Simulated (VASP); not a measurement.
# Rh (P6_3/mmc) in VASP: a series of runs

The runs below take Rh through single point, with PBE.

All numbers are computed with VASP 6.6.1; they aren't measurements. Logs are shortened: lines on timing, memory, paths and dates and some standing lists are left out, and cuts for length are marked.

### Step 1. The cell of the first run

Symmetry: P6_3/mmc, No. 194, hexagonal system. Conventional cell: a = 2.588 Å, b = 2.588 Å, c = 4.424 Å, α = 90.00°, β = 90.00°, γ = 120.00°. Rh (site symmetry -6m2) has 12 Rh at 2.59 to 2.67 Å within 3.4 Å.

This isn't the form of Rh at room conditions, which is fcc.

### Step 2. Single point, PBE (12.83 Å³/atom)

The input, INCAR:

```
PREC = Accurate
ENCUT = 520
EDIFF = 1E-6
ISMEAR = 0
SIGMA = 0.15
LREAL = F
LASPH = T
NELM = 60
ALGO = Fast
ISIF = 2
LWAVE = F
LCHARG = F
GGA = PE
NBANDS = 22
```

The input, KPOINTS:

```
regular mesh
0
Gamma
  21 21 12
```

The input, POSCAR:

```
Rh
1.0
    2.5880296203      0.0000000000      0.0000000000
   -1.2940148102      2.2412993969      0.0000000000
    0.0000000000      0.0000000000      4.4237190299
Rh
2
Direct
    0.6666666667      0.3333333333      0.7500000000
    0.3333333333      0.6666666667      0.2500000000
```

Potentials or basis: VASP PAW PBE potentials, release 64 (Rh_pv).

Started as:

```bash
$ cat potpaw_PBE.64/Rh_pv/POTCAR > POTCAR
$ mpirun -np 1 vasp_std > vasp.out
```

OUTCAR:

```text
PREC = Accurate
   ENCUT = 520
   EDIFF = 1E-6
   ISMEAR = 0
   LREAL = F
   LASPH = T
   NELM = 60
   ISIF = 2
   GGA = PE

 ion  position               nearest neighbor table
   1  0.667  0.333  0.750-   2 2.67   2 2.67   2 2.67   2 2.67   2 2.67   2 2.67
   2  0.333  0.667  0.250-   1 2.67   1 2.67   1 2.67   1 2.67   1 2.67   1 2.67

  LATTYP: Found a hexagonal cell.
 ALAT       =     2.5880296203
 C/A-ratio  =     1.7093000000

  Lattice vectors:

 A1 = (   2.5880296203,   0.0000000000,   0.0000000000)
 A2 = (  -1.2940148102,   2.2412993969,   0.0000000000)
 A3 = (   0.0000000000,   0.0000000000,   4.4237190299)

Analysis of symmetry for initial positions (statically):
=====================================================================
 Subroutine PRICEL returns:
 Original cell was already a primitive cell.

 Routine SETGRP: Setting up the symmetry group for a
 hexagonal supercell.

 Subroutine GETGRP returns: Found 24 space group operations
 (whereof 12 operations were pure point group operations)
 out of a pool of 24 trial point group operations.

The static configuration has the point symmetry D_3d.
 The point group associated with its full space group is D_6h.

Analysis of symmetry for dynamics (positions and initial velocities):
=====================================================================
 Subroutine PRICEL returns:
 Original cell was already a primitive cell.

 Routine SETGRP: Setting up the symmetry group for a
 hexagonal supercell.

 Subroutine GETGRP returns: Found 24 space group operations
 (whereof 12 operations were pure point group operations)
 out of a pool of 24 trial point group operations.

The dynamic configuration has the point symmetry D_3d.
 The point group associated with its full space group is D_6h.

 Subroutine INISYM returns: Found 24 space group operations
 (whereof 12 operations are pure point group operations),
 and found     1 'primitive' translations

----------------------------------------------------------------------------------------

                                     Primitive cell

  volume of cell :      25.6600

  direct lattice vectors                    reciprocal lattice vectors
     2.588029620  0.000000000  0.000000000     0.386394341  0.223084877  0.000000000
    -1.294014810  2.241299397  0.000000000     0.000000000  0.446169754  0.000000000
     0.000000000  0.000000000  4.423719030     0.000000000  0.000000000  0.226054140

  length of vectors
     2.588029620  2.588029620  4.423719030     0.446169754  0.446169754  0.226054140

  position of ions in fractional coordinates (direct lattice)
     0.666666667  0.333333333  0.750000000
     0.333333333  0.666666667  0.250000000

  ion indices of the primitive-cell ions
   primitive index   ion index
                 1           1
                 2           2

----------------------------------------------------------------------------------------

 KPOINTS: regular mesh

Automatic generation of k-mesh.
 Grid dimensions read from file:
 generate k-points for:   21   21   12

 Generating k-lattice:

  Cartesian coordinates                     Fractional coordinates (reciprocal lattice)
     0.018399731  0.010623089  0.000000000     0.047619048  0.000000000  0.000000000
     0.000000000  0.021246179  0.000000000     0.000000000  0.047619048  0.000000000
     0.000000000  0.000000000  0.018837845     0.000000000  0.000000000  0.083333333

  Length of vectors
     0.021246179  0.021246179  0.018837845

  Shift w.r.t. Gamma in fractional coordinates (k-lattice)
     0.000000000  0.000000000  0.000000000

 Subroutine IBZKPT returns following result:
 ===========================================

 Found    336 irreducible k-points:

 Following reciprocal coordinates:
            Coordinates               Weight
  0.000000  0.000000  0.000000      1.000000
  0.047619 -0.000000  0.000000      6.000000
  0.095238  0.000000  0.000000      6.000000
  0.142857  0.000000  0.000000      6.000000
  0.190476  0.000000  0.000000      6.000000
  0.238095 -0.000000  0.000000      6.000000
[... 16 lines left out ...]
  0.142857  0.095238  0.000000     12.000000
  0.190476  0.095238  0.000000     12.000000
 [... further k-points ...]
   k-points           NKPTS =    336   k-points in BZ     NKDIM =    336   number of bands    NBANDS=     22
   number of dos      NEDOS =    301   number of ions     NIONS =      2
   total plane-waves  NPLWV =  14400
   dimension x,y,z NGX =    20 NGY =   20 NGZ =   36
   dimension x,y,z NGXF=    40 NGYF=   40 NGZF=   72
   ions per type =               2
   NGX,Y,Z   is equivalent  to a cutoff of  12.85, 12.85, 13.53 a.u.
   NGXF,Y,Z  is equivalent  to a cutoff of  25.69, 25.69, 27.06 a.u.
 SYSTEM =  unknown system
   PREC   = accura    normal or accurate (medium, high low for compatibility)
   ISTART =      0    job   : 0-new  1-cont  2-samecut
   ICHARG =      2    charge: 1-file 2-atom 10-const
   ISPIN  =      1    spin polarized calculation?
   LNONCOLLINEAR =      F non collinear calculations
   LSORBIT =      F    spin-orbit coupling
   LASPH  =      T    aspherical Exc in radial PAW
   ENCUT  =  520.0 eV  38.22 Ry    6.18 a.u.   4.81  4.81  8.23*2*pi/ulx,y,z
   NELM   =     60;   NELMIN=  2; NELMDL= -5     # of ELM steps
   EDIFF  = 0.1E-05   stopping-criterion for ELM
   LREAL  =      F    real-space projection
   EDIFFG = 0.1E-04   stopping-criterion for IOM
   NSW    =      0    number of steps for IOM
   IBRION =     -1    ionic relax: 0-MD 1-quasi-New 2-CG
   NFREE  =      0    steps in history (QN), initial steepest desc. (CG)
   ISIF   =      2    stress and relaxation
   ISYM   =      2    0-nonsym 1-usesym 2-fastsym
   POTIM  = 0.5000    time-step for ionic-motion
   TEBEG  =    0.0;   TEEND  =   0.0 temperature during run
   PSTRESS=    0.0 pullay stress
   NELECT =      30.0000    total number of electrons
   NUPDOWN=      -1.0000    fix difference up-down
   EMIN   =  10.00;   EMAX   =-10.00  energy-range for DOS
   EFERMI =   0.00;   METHOD = LEGACY
   ISMEAR =     0;   SIGMA  =   0.15  broadening in eV -4-tet -1-fermi 0-gaus
   EFERMI_NEDOS =   21; number of points for ismear=-14 and -15
   IALGO  =     68    algorithm
   IMIX   =      4    mixing-type and parameters
     AMIX     =   0.40;   BMIX     =  1.00
     AMIX_MAG =   1.60;   BMIX_MAG =  1.00
  volume/ion in A,a.u.               =      12.83        86.58
  Fermi-wavevector in a.u.,A,eV,Ry     =   1.724632  3.259081 40.468550  2.974355
  Thomas-Fermi vector in A             =   2.800284
   LORBIT       =      0    0 simple, 1 ext, 2 COOP (PROOUT), +10 PAW based schemes
   GGA     = PE    functional components
   LHFCALC =     F    Hartree Fock is set to
   AEXX    =    0.0000 exact exchange contribution
   IVDW    =     0    specifies the selected vdW correction
   LEPSILON=     F    determine dielectric tensor
   LRPA    =     F    only Hartree local field effects (RPA)
 non-spin polarized calculation
 RMM-DIIS sequential band-by-band and
 Gauss-broadening in eV      SIGMA  =   0.15
  energy-cutoff  :      520.00
  volume of cell :       25.66
 maximum number of plane-waves:       707
 NGX is ok and might be reduce to    20
   NGX =  9   NGY =  9   NGZ = 17

 number of electron      30.0000008 magnetization

 Free energy of the ion-electron system (eV)
  ---------------------------------------------------
  ext. energy  EPLUGINS =         0.00000000
  ---------------------------------------------------
  free energy    TOTEN  =       -14.17439653 eV

  energy without entropy =      -14.14262569  energy(sigma->0) =      -14.15851111

 E-fermi :  13.2728     XC(G=0): -14.4787

 val. band max:       13.2715817335   @ k =   0.0000   0.0000   0.3333
 cond. band min:      13.2732688524   @ k =   0.0476  -0.0000   0.3333
 fundamental gap:      0.0016871189
 Fermi energy:        13.2728233647

 k-point     1 :       0.0000    0.0000    0.0000
  band No.  band energies     occupation
      1     -34.1036      2.00000
      2     -33.3421      2.00000
      3     -33.3421      2.00000
      4     -33.2770      2.00000
      5     -33.2448      2.00000
      6     -33.2448      2.00000
[... 14 lines left out ...]
     21      30.6897      0.00000
     22      32.1016      0.00000

 k-point     2 :       0.0476   -0.0000    0.0000
  band No.  band energies     occupation
      1     -34.0970      2.00000
      2     -33.3607      2.00000
      3     -33.3476      2.00000
      4     -33.2786      2.00000
      5     -33.2639      2.00000
      6     -33.2481      2.00000
[... 14 lines left out ...]
     21      30.8175      0.00000
     22      32.2359      0.00000

 k-point     3 :       0.0952    0.0000    0.0000
  band No.  band energies     occupation
      1     -34.0774      2.00000
      2     -33.4150      2.00000
      3     -33.3634      2.00000
      4     -33.3191      2.00000
      5     -33.2835      2.00000
      6     -33.2579      2.00000
[... 14 lines left out ...]
     21      31.1756      0.00000
     22      32.5640      0.00000

 k-point     4 :       0.1429    0.0000    0.0000
  band No.  band energies     occupation
      1     -34.0459      2.00000
      2     -33.4998      2.00000
      3     -33.4047      2.00000
      4     -33.3877      2.00000
      5     -33.2921      2.00000
      6     -33.2735      2.00000
[... 14 lines left out ...]
     21      31.6560      0.00000
     22      32.7902      0.00000

 k-point     5 :       0.1905    0.0000    0.0000
  band No.  band energies     occupation
      1     -34.0041      2.00000
      2     -33.6077      2.00000
      3     -33.5120      2.00000
      4     -33.4182      2.00000
      5     -33.3046      2.00000
      6     -33.2938      2.00000
[... 417 lines left out ...]
 k-point    22 :       0.0952    0.0952    0.0000
  band No.  band energies     occupation
      1     -34.0276      2.00000
      2     -33.5340      2.00000
      3     -33.4754      2.00000
      4     -33.3819      2.00000
      5     -33.2974      2.00000
      6     -33.2930      2.00000
[... 14 lines left out ...]
     21      31.9872      0.00000
     22      32.2247      0.00000

 k-point    23 :       0.1429    0.0952    0.0000
  band No.  band energies     occupation
      1     -33.9868      2.00000
      2     -33.6272      2.00000
      3     -33.5719      2.00000
      4     -33.4184      2.00000
      5     -33.3203      2.00000
      6     -33.3101      2.00000
[... 14 lines left out ...]
     21      31.1968      0.00000
     22      32.0485      0.00000

 k-point    24 :       0.1905    0.0952    0.0000
  band No.  band energies     occupation
      1     -33.9380      2.00000
      2     -33.7367      2.00000
      3     -33.6738      2.00000
      4     -33.4610      2.00000
      5     -33.3492      2.00000
      6     -33.3273      2.00000
[... 14 lines left out ...]
     21      30.2968      0.00000
     22      31.1119      0.00000

 [... further k-points ...]

------------------------ aborting loop because EDIFF is reached ----------------------------------------

  FORCE on cell =-STRESS in cart. coord.  units (eV):
  Direction    XX          YY          ZZ          XY          YZ          ZX
  --------------------------------------------------------------------------------------
  -------------------------------------------------------------------------------------
  Total        6.2141304      6.2141304      2.8092262     -0.0000000      0.0000000      0.0000000
  in kB      388.0022945    388.0022945    175.4044617     -0.0000000      0.0000000      0.0000000
  external PRESSURE =     317.1363502 kB  Pullay stress =       0.0000000 kB

 VOLUME and BASIS-vectors are now :
 -----------------------------------------------------------------------------
  energy-cutoff  :      520.00
  volume of cell :       25.66
      direct lattice vectors                 reciprocal lattice vectors
     2.588029620  0.000000000  0.000000000     0.386394341  0.223084877  0.000000000
    -1.294014810  2.241299397  0.000000000     0.000000000  0.446169754  0.000000000
     0.000000000  0.000000000  4.423719030     0.000000000  0.000000000  0.226054140

 POSITION                                       TOTAL-FORCE (eV/Angst)
 -----------------------------------------------------------------------------------
      1.29401      0.74710      3.31779         0.000000     -0.000000      0.000000
     -0.00000      1.49420      1.10593        -0.000000      0.000000      0.000000
 -----------------------------------------------------------------------------------
    total drift:                               -0.000000      0.000000     -0.000000

  FREE ENERGIE OF THE ION-ELECTRON SYSTEM (eV)
  ---------------------------------------------------
  free  energy   TOTEN  =       -14.1743965305 eV

  energy  without entropy=      -14.1426256914  energy(sigma->0) =      -14.15851111
```

Wall time 3 min (1 thread of Intel Xeon 8259CL, shared host); peak memory 0.26 GiB.

What came out:

* Free energy: -14.1744 eV
* Pressure: 31.7 GPa
* Band gap on the k mesh: zero (bands 15 and 16 overlap by 2.79 eV)

Caveat: the stress differs along the axes, from 18 to 39 GPa.

### Step 3. Single point, PBE (12.83 Å³/atom)

The input, INCAR:

```
SYSTEM = Rh
ALGO = Fast
EDIFF = 1E-6
ENCUT = 520
GGA = PE
ISIF = 2
ISMEAR = 0
LASPH = .True.
LCHARG = .True.
LELF = .True.
LREAL = .False.
LVHAR = .True.
LWAVE = .False.
NBANDS = 22
NELM = 80
PREC = Accurate
SIGMA = 0.15
```

The input, KPOINTS:

```
k-points
0
Gamma
  21 21 12
  0 0 0
```

The input, POSCAR:

```
Rh
1.0
    2.6941901295      0.0000000000      0.0000000000
   -1.3470950648      2.3332370948      0.0000000000
    0.0000000000      0.0000000000      4.0819674653
Rh
2
Direct
    0.6666666667      0.3333333333      0.7500000000
    0.3333333333      0.6666666667      0.2500000000
```

Potentials or basis: VASP PAW PBE potentials, release 64 (Rh_pv).

Started as:

```bash
$ cat potpaw_PBE.64/Rh_pv/POTCAR > POTCAR
$ mpirun -np 1 vasp_std > vasp.out
```

It took 2.6 min on 1 thread of Intel Xeon 8259CL, shared host; peak memory 0.25 GiB.

The run converged. Its results:

```yaml
Free_energy: -14.1539 eV
Pressure: 32.6 GPa
Band_gap_on_the_k_mesh: zero (bands 15 and 16 overlap by 2.44 eV)
```

Stress tensor (GPa, compression positive):
```
24.93  0.00  0.00
 0.00 24.93  0.00
 0.00  0.00 48.06
```

Levels at points of the mesh, in eV from the Fermi level:
```
           k point  band 13  band 14  band 15  band 16  band 17  band 18
(0.00, 0.00, 0.00)    -2.72    -2.66    -2.66     0.10     0.10     1.39
(0.00, 0.00, 0.50)    -3.25    -3.25    -0.46    -0.46    -0.46    -0.46
```

Caveat: the stress differs along the axes, from 25 to 48 GPa.

(Continued in part 2 of 3.)
